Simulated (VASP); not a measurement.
# TiTc2 in VASP: a series of runs

TiTc2 is run at these levels: PBEsol; tasks: relaxation of shape and atoms at fixed volume, single point, relaxation of cell and atoms.

Program: VASP 6.6.1. These are calculated values, not measurements. Logs are shortened: lines on timing, memory, paths and dates and some standing lists are left out, and cuts for length are marked.

## Step 1: The cell of the first run

Symmetry: I4/mmm, No. 139, tetragonal system. The conventional cell has a = 3.091 Å, b = 3.091 Å, c = 9.355 Å, α = 90.00°, β = 90.00°, γ = 90.00°. Within 3.5 Å of Ti (site symmetry 4/mmm) lie 10 Tc at 2.69 to 3.11 Å and 4 Ti at 3.09 Å. Tc (site symmetry 4mm) has 9 Tc at 2.68 to 3.13 Å and 5 Ti at 2.69 to 3.11 Å within 3.5 Å.

## Step 2: Relaxation of shape and atoms at fixed volume, PBEsol (volume scaled by 1.040)

File INCAR:

```
SYSTEM = TiTc2
PREC = Accurate
ENCUT = 600
EDIFF = 1E-6
ISMEAR = 0
SIGMA = 0.05
LREAL = .FALSE.
LASPH = .TRUE.
NELM = 100
ALGO = Normal
ISIF = 4
LWAVE = .FALSE.
LCHARG = .FALSE.
GGA = PS
IBRION = 2
NSW = 60
EDIFFG = -0.01
```

File KPOINTS:

```
Automatic mesh
0
G
  14 14 14
  0 0 0
```

File POSCAR:

```
TiTc2
1.0
   -1.5456816058      1.5456816058      4.6773349347
    1.5456816058     -1.5456816058      4.6773349347
    1.5456816058      1.5456816058     -4.6773349347
Ti Tc
1 2
Direct
    0.0000000000      0.0000000000      0.0000000000
    0.3324596634      0.3324596634      0.0000000000
    0.6675403366      0.6675403366      0.0000000000
```

Potentials or basis: VASP PAW PBE potentials, release 64 (Ti_sv, Tc_pv).

On the command line:

```console
cat potpaw_PBE.64/Ti_sv/POTCAR potpaw_PBE.64/Tc_pv/POTCAR > POTCAR
mpirun -np 1 vasp_std > vasp.out
```

OUTCAR:

```text
SYSTEM = TiTc2
   PREC = Accurate
   ENCUT = 600
   EDIFF = 1E-6
   ISMEAR = 0
   LREAL = .FALSE.
   LASPH = .TRUE.
   NELM = 100
   ISIF = 4
   GGA = PS
   IBRION = 2
   NSW = 60
   EDIFFG = -0.01

 ion  position               nearest neighbor table
   1  0.000  0.000  0.000-   3 2.69   3 2.69   3 2.69   2 2.69   3 2.69   2 2.69   2 2.69   2 2.69
                             2 3.11   3 3.11
   2  0.332  0.332  0.000-   3 2.68   3 2.68   3 2.68   3 2.68   1 2.69   1 2.69   1 2.69   1 2.69
                             1 3.11   3 3.13
   3  0.668  0.668  0.000-   2 2.68   2 2.68   2 2.68   2 2.68   1 2.69   1 2.69   1 2.69   1 2.69
                             1 3.11   2 3.13

  LATTYP: Found a body centered tetragonal cell.
 ALAT       =     3.0913632116
 C/A-ratio  =     3.0260662462

  Lattice vectors:

 A1 = (  -1.5456816058,   1.5456816058,   4.6773349347)
 A2 = (   1.5456816058,  -1.5456816058,   4.6773349347)
 A3 = (   1.5456816058,   1.5456816058,  -4.6773349347)

Analysis of symmetry for initial positions (statically):
=====================================================================
 Subroutine PRICEL returns:
 Original cell was already a primitive cell.

 Routine SETGRP: Setting up the symmetry group for a
 body centered tetragonal supercell.

 Subroutine GETGRP returns: Found 16 space group operations
 (whereof 16 operations were pure point group operations)
 out of a pool of 16 trial point group operations.

The static configuration has the point symmetry D_4h.

Analysis of symmetry for dynamics (positions and initial velocities):
=====================================================================
 Subroutine PRICEL returns:
 Original cell was already a primitive cell.

 Routine SETGRP: Setting up the symmetry group for a
 body centered tetragonal supercell.

 Subroutine GETGRP returns: Found 16 space group operations
 (whereof 16 operations were pure point group operations)
 out of a pool of 16 trial point group operations.

The dynamic configuration has the point symmetry D_4h.

 Subroutine INISYM returns: Found 16 space group operations
 (whereof 16 operations are pure point group operations),
 and found     1 'primitive' translations

----------------------------------------------------------------------------------------

                                     Primitive cell

  volume of cell :      44.6991

  direct lattice vectors                    reciprocal lattice vectors
    -1.545681606  1.545681606  4.677334935     0.000000000  0.323481885  0.106898481
     1.545681606 -1.545681606  4.677334935     0.323481885  0.000000000  0.106898481
     1.545681606  1.545681606 -4.677334935     0.323481885  0.323481885  0.000000000

  length of vectors
     5.162918297  5.162918297  5.162918297     0.340687269  0.340687269  0.457472469

  position of ions in fractional coordinates (direct lattice)
     0.000000000  0.000000000  0.000000000
     0.332459663  0.332459663  0.000000000
     0.667540337  0.667540337  0.000000000

  ion indices of the primitive-cell ions
   primitive index   ion index
                 1           1
                 2           2
                 3           3

----------------------------------------------------------------------------------------

 KPOINTS: Automatic mesh

Automatic generation of k-mesh.
 Grid dimensions read from file:
 generate k-points for:   14   14   14

 Generating k-lattice:

  Cartesian coordinates                     Fractional coordinates (reciprocal lattice)
     0.000000000  0.023105849  0.007635606     0.071428571  0.000000000  0.000000000
     0.023105849  0.000000000  0.007635606     0.000000000  0.071428571  0.000000000
     0.023105849  0.023105849  0.000000000     0.000000000  0.000000000  0.071428571

  Length of vectors
     0.024334805  0.024334805  0.032676605

  Shift w.r.t. Gamma in fractional coordinates (k-lattice)
     0.000000000  0.000000000  0.000000000

 Subroutine IBZKPT returns following result:
 ===========================================

 Found    244 irreducible k-points:

 Following reciprocal coordinates:
            Coordinates               Weight
  0.000000  0.000000  0.000000      1.000000
  0.071429  0.000000 -0.000000      8.000000
  0.142857  0.000000 -0.000000      8.000000
  0.214286  0.000000  0.000000      8.000000
  0.285714  0.000000  0.000000      8.000000
  0.357143  0.000000  0.000000      8.000000
[... 16 lines left out ...]
  0.214286  0.142857 -0.000000     16.000000
  0.285714  0.142857 -0.000000     16.000000
 [... further k-points ...]
   k-points           NKPTS =    244   k-points in BZ     NKDIM =    244   number of bands    NBANDS=     23
   number of dos      NEDOS =    301   number of ions     NIONS =      3
   total plane-waves  NPLWV =  74088
   dimension x,y,z NGX =    42 NGY =   42 NGZ =   42
   dimension x,y,z NGXF=    84 NGYF=   84 NGZF=   84
   ions per type =               1   2
   NGX,Y,Z   is equivalent  to a cutoff of  13.52, 13.52, 13.52 a.u.
   NGXF,Y,Z  is equivalent  to a cutoff of  27.05, 27.05, 27.05 a.u.
 SYSTEM =  TiTc2
   PREC   = accura    normal or accurate (medium, high low for compatibility)
   ISTART =      0    job   : 0-new  1-cont  2-samecut
   ICHARG =      2    charge: 1-file 2-atom 10-const
   ISPIN  =      1    spin polarized calculation?
   LNONCOLLINEAR =      F non collinear calculations
   LSORBIT =      F    spin-orbit coupling
   LASPH  =      T    aspherical Exc in radial PAW
   ENCUT  =  600.0 eV  44.10 Ry    6.64 a.u.  10.31 10.31 10.31*2*pi/ulx,y,z
   NELM   =    100;   NELMIN=  2; NELMDL= -5     # of ELM steps
   EDIFF  = 0.1E-05   stopping-criterion for ELM
   LREAL  =      F    real-space projection
   EDIFFG = -.1E-01   stopping-criterion for IOM
   NSW    =     60    number of steps for IOM
   IBRION =      2    ionic relax: 0-MD 1-quasi-New 2-CG
   NFREE  =      1    steps in history (QN), initial steepest desc. (CG)
   ISIF   =      4    stress and relaxation
   ISYM   =      2    0-nonsym 1-usesym 2-fastsym
   POTIM  = 0.5000    time-step for ionic-motion
   TEBEG  =    0.0;   TEEND  =   0.0 temperature during run
   PSTRESS=    0.0 pullay stress
   NELECT =      38.0000    total number of electrons
   NUPDOWN=      -1.0000    fix difference up-down
   EMIN   =  10.00;   EMAX   =-10.00  energy-range for DOS
   EFERMI =   0.00;   METHOD = LEGACY
   ISMEAR =     0;   SIGMA  =   0.05  broadening in eV -4-tet -1-fermi 0-gaus
   EFERMI_NEDOS =   21; number of points for ismear=-14 and -15
   IALGO  =     38    algorithm
   IMIX   =      4    mixing-type and parameters
     AMIX     =   0.40;   BMIX     =  1.00
     AMIX_MAG =   1.60;   BMIX_MAG =  1.00
  volume/ion in A,a.u.               =      14.90       100.55
  Fermi-wavevector in a.u.,A,eV,Ry     =   1.550850  2.930682 32.723867  2.405136
  Thomas-Fermi vector in A             =   2.655454
   LORBIT       =      0    0 simple, 1 ext, 2 COOP (PROOUT), +10 PAW based schemes
   GGA     = PS    functional components
   LHFCALC =     F    Hartree Fock is set to
   AEXX    =    0.0000 exact exchange contribution
   IVDW    =     0    specifies the selected vdW correction
   LEPSILON=     F    determine dielectric tensor
   LRPA    =     F    only Hartree local field effects (RPA)
 conjugate gradient relaxation of ions
 non-spin polarized calculation
 Gauss-broadening in eV      SIGMA  =   0.05
  energy-cutoff  :      600.00
  volume of cell :       44.70
 maximum number of plane-waves:      1527
 NGX is ok and might be reduce to    42
   NGX = 21   NGY = 21   NGZ = 21

--------------------------------------- Ionic step        1  -------------------------------------------

 number of electron      37.9999999 magnetization

 Free energy of the ion-electron system (eV)
  ---------------------------------------------------
  ext. energy  EPLUGINS =         0.00000000
  ---------------------------------------------------
  free energy    TOTEN  =       -31.86132327 eV

  energy without entropy =      -31.85887097  energy(sigma->0) =      -31.86009712

------------------------ aborting loop because EDIFF is reached ----------------------------------------

  FORCE on cell =-STRESS in cart. coord.  units (eV):
  Direction    XX          YY          ZZ          XY          YZ          ZX
  --------------------------------------------------------------------------------------
  -------------------------------------------------------------------------------------
  Total       -2.6818618     -2.6818618     -2.6258447      0.0000000      0.0000000      0.0000000
  in kB      -96.1276735    -96.1276735    -94.1198174      0.0000000      0.0000000      0.0000000
  external PRESSURE =     -95.4583882 kB  Pullay stress =       0.0000000 kB

 VOLUME and BASIS-vectors are now :
 -----------------------------------------------------------------------------
  energy-cutoff  :      600.00
  volume of cell :       44.70
      direct lattice vectors                 reciprocal lattice vectors
    -1.545681606  1.545681606  4.677334935     0.000000000  0.323481885  0.106898481
     1.545681606 -1.545681606  4.677334935     0.323481885  0.000000000  0.106898481
     1.545681606  1.545681606 -4.677334935     0.323481885  0.323481885  0.000000000
[... 38 lines left out ...]
 POSITION                                       TOTAL-FORCE (eV/Angst)
 -----------------------------------------------------------------------------------
      0.00000      0.00000      9.36029         0.000000      0.000000     -0.000000
      1.54522      1.54522     -1.57281        -0.000000     -0.000000      0.010838
      1.54522      1.54522      1.57281         0.000000      0.000000     -0.010838
 -----------------------------------------------------------------------------------
    total drift:                                0.000000     -0.000000     -0.000000

  FREE ENERGIE OF THE ION-ELECTRON SYSTEM (eV)
  ---------------------------------------------------
  free  energy   TOTEN  =       -31.8617186798 eV

  energy  without entropy=      -31.8592685896  energy(sigma->0) =      -31.86049363

--------------------------------------- Ionic step        3  -------------------------------------------

 number of electron      37.9999999 magnetization

 Free energy of the ion-electron system (eV)
  ---------------------------------------------------
  ext. energy  EPLUGINS =         0.00000000
  ---------------------------------------------------
  free energy    TOTEN  =       -31.86172535 eV

  energy without entropy =      -31.85927495  energy(sigma->0) =      -31.86050015

 E-fermi :  11.4789     XC(G=0): -13.2830

 val. band max:       11.4786655868   @ k =  -0.1429  -0.2857   0.1429
 cond. band min:      11.4898841256   @ k =   0.0714   0.0000  -0.0000
 fundamental gap:      0.0112185388
 Fermi energy:        11.4788512598

 k-point     1 :       0.0000    0.0000    0.0000
  band No.  band energies     occupation
      1     -45.1548      2.00000
      2     -27.7993      2.00000
      3     -27.6684      2.00000
      4     -27.6684      2.00000
      5     -27.3215      2.00000
      6     -27.2652      2.00000
[... 15 lines left out ...]
     22      13.0269      0.00000
     23      13.0269      0.00000
[... 575 lines left out ...]
      1     -45.1388      2.00000
      2     -27.8495      2.00000
      3     -27.8223      2.00000
      4     -27.6399      2.00000
      5     -27.3867      2.00000
      6     -27.3025      2.00000
[... 15 lines left out ...]
     22      12.6200      0.00000
     23      13.0776      0.00000

 [... further k-points ...]

------------------------ aborting loop because EDIFF is reached ----------------------------------------

  FORCE on cell =-STRESS in cart. coord.  units (eV):
  Direction    XX          YY          ZZ          XY          YZ          ZX
  --------------------------------------------------------------------------------------
  -------------------------------------------------------------------------------------
  Total       -2.6255853     -2.6255853     -2.6502208      0.0000000      0.0000000      0.0000000
  in kB      -94.1105216    -94.1105216    -94.9935460      0.0000000      0.0000000      0.0000000
  external PRESSURE =     -94.4048631 kB  Pullay stress =       0.0000000 kB

 VOLUME and BASIS-vectors are now :
 -----------------------------------------------------------------------------
  energy-cutoff  :      600.00
  volume of cell :       44.70
      direct lattice vectors                 reciprocal lattice vectors
    -1.545269234  1.545269234  4.679831665     0.000000000  0.323568210  0.106841450
     1.545269234 -1.545269234  4.679831665     0.323568210  0.000000000  0.106841450
     1.545269234  1.545269234 -4.679831665     0.323568210  0.323568210  0.000000000

 POSITION                                       TOTAL-FORCE (eV/Angst)
 -----------------------------------------------------------------------------------
      0.00000      0.00000     -0.00000        -0.000000     -0.000000     -0.000000
      0.00000      0.00000      3.10763        -0.000000     -0.000000     -0.000202
      0.00000      0.00000      6.25203         0.000000      0.000000      0.000202
 -----------------------------------------------------------------------------------
    total drift:                                0.000000      0.000000     -0.000000

  FREE ENERGIE OF THE ION-ELECTRON SYSTEM (eV)
  ---------------------------------------------------
  free  energy   TOTEN  =       -31.8617253450 eV

  energy  without entropy=      -31.8592749536  energy(sigma->0) =      -31.86050015

 reached required accuracy - stopping structural energy minimisation
```

Wall time 9 min (1 thread of Intel Xeon 6975P-C (Granite Rapids), shared host); peak memory 0.49 GiB.

What came out:

```
Free energy               : -31.8617 eV
Energy gained by relaxing : 0.1 meV/atom
Ionic steps               : 3
Pressure after relaxing   : -9.4 GPa
Band gap on the k mesh    : zero (band 19 reaches 12.68 eV, above the bottom of band 20 at 10.82 eV)
```

Stress tensor (GPa, compression positive):
```
-9.41  0.00  0.00
 0.00 -9.41  0.00
 0.00  0.00 -9.50
```

The path:
```
step  energy change (eV)  largest force (eV/Å)  pressure (GPa)  volume (Å³)
   1              0.0000                0.0950           -9.55        44.70
   2             -0.0004                0.0108           -9.41        44.70
   3             -0.0004                0.0002           -9.44        44.70
```

Final structure:
```
Ti Tc
1.0
    -1.54527    1.54527    4.67983
     1.54527   -1.54527    4.67983
     1.54527    1.54527   -4.67983
Ti Tc
1 2
Direct
  0.00000 0.00000 0.00000
  0.33202 0.33202 0.00000
  0.66798 0.66798 0.00000
```

Levels at points of the mesh, in eV from the Fermi level:
```csv
k point,band 15,band 16,band 17,band 18,band 19,band 20,band 21,band 22,band 23
"(0.00, 0.00, 0.00)",-3.07,-1.61,-1.61,-1.45,0.08,0.08,1.44,1.55,1.55
"(0.50, 0.00, 0.00)",-2.74,-2.45,-1.75,-0.86,-0.49,0.88,1.33,1.47,1.48
"(0.50, 0.50, 0.00)",-2.56,-2.35,-1.90,-0.59,1.20,1.34,1.39,1.39,1.40
"(0.50, 0.50, 0.50)",-1.86,-1.86,-1.36,-1.06,-0.55,-0.55,0.23,0.33,1.57
```

Caveat: the cell differs from its parent crystal (volume scaled by 1.040); the PAW data sets were made with another functional, which shifts forces and pressure a little.

## Step 3: Single point, PBEsol (atom 1 (Ti) moved 0.08 Å along y)

File INCAR:

```
PREC = Accurate
ENCUT = 520
EDIFF = 1E-7
ISMEAR = 0
SIGMA = 0.05
LREAL = F
LASPH = T
NELM = 100
ALGO = Normal
ISIF = 2
LWAVE = F
LCHARG = F
GGA = PS
NBANDS = 26
```

File KPOINTS:

```
regular mesh
0
Gamma
  14 14 14
```

File POSCAR:

```
TiTc2
1.0
   -1.5256956698      1.5256956698      4.6160380583
    1.5256956698     -1.5256956698      4.6160380583
    1.5256956698      1.5256956698     -4.6160380583
Ti Tc
1 2
Direct
    0.0262175484      0.0000000000      0.0262175484
    0.3328301835      0.3328301835      0.0000000000
    0.6671698165      0.6671698165      0.0000000000
```

Potentials or basis: VASP PAW PBE potentials, release 64 (Ti_sv, Tc_pv).

On the command line:

```console
cat potpaw_PBE.64/Ti_sv/POTCAR potpaw_PBE.64/Tc_pv/POTCAR > POTCAR
mpirun -np 1 vasp_std > vasp.out
```

Wall time 16 min (1 thread of Intel Xeon Platinum 8488C (Sapphire Rapids), shared host); peak memory 0.58 GiB.

It converged, with:

```yaml
Free_energy: -31.8901 eV
Pressure: -0.2 GPa
Largest_force: 0.590 eV/Å
Band_gap_on_the_k_mesh: zero (band 19 reaches 13.39 eV, above the bottom of band 20 at 11.36 eV)
```

Forces on the atoms (eV/Å):
```
Ti   0.000 -0.590  0.000
Tc   0.000  0.295 -0.057
Tc   0.000  0.295  0.057
```

Stress tensor (GPa, compression positive):
```
-0.07  0.00  0.00
 0.00 -0.38  0.00
 0.00  0.00 -0.03
```

Levels at points of the mesh, in eV from the Fermi level:
```csv
k point,band 17,band 18,band 19,band 20,band 21,band 22
"(0.00, 0.00, 0.00)",-1.66,-1.48,0.07,0.10,1.33,1.65
"(0.50, 0.00, 0.00)",-1.84,-0.95,-0.50,0.89,1.54,1.55
"(0.00, 0.50, 0.00)",-1.84,-0.97,-0.45,0.95,1.39,1.47
"(0.50, 0.50, 0.00)",-1.91,-0.57,1.32,1.42,1.46,1.50
"(0.50, 0.50, 0.50)",-1.50,-1.11,-0.52,-0.50,0.24,0.34
```

Caveat: the cell differs from its parent crystal (atom 1 (Ti) moved 0.08 Å along y); the PAW data sets were made with another functional, which shifts forces and pressure a little.

(Part 1 of 2 ends here.)
